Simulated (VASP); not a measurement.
AlAs: single point with PBEsol

The system is AlAs.

```
Al As
1.0
     0.00000    2.77379    2.83040
     2.77379    0.00000    2.83040
     2.77379    2.77379    0.00000
Al As
1 1
Direct
  0.00000 0.00000 0.00000
  0.75000 0.75000 0.75000
```

This cell differs from its parent crystal: equal xx and yy strain of -2 %.

| Property | Result |
| --- | --- |
| Program | VASP 6.6.1 |
| Task | single point |
| Functional | PBEsol |
| Potentials or basis | VASP PAW PBE potentials, release 64 (Al, As) |
| Cutoff | 500 eV |
| k mesh | 11 × 11 × 11 |
| Occupations | fermi-dirac, width 0.05 eV |
| Spin | no spin polarisation |

The pressure is 4.1 GPa and the band gap on the k mesh is 1.23 eV (least direct gap 2.26 eV).

Stress tensor (GPa, compression positive):
```
4.50 0.00 0.00
0.00 4.50 0.00
0.00 0.00 3.41
```

Levels at points of the mesh, in eV from the valence-band top:
```
           k point  band 2  band 3  band 4  band 5  band 6  band 7
(0.00, 0.00, 0.00)   -0.10    0.00    0.00    2.26    4.29    4.29
```

It took 92 s on 1 thread of Intel Xeon 8259CL, on a shared host, peak memory 0.21 GiB.

Caveat: the cell differs from its parent crystal (equal xx and yy strain of -2 %); the cell stands under pressure; the PAW data sets were made with another functional, which shifts forces and pressure a little; an odd mesh through Γ misses points on the zone boundary, where band edges can lie.
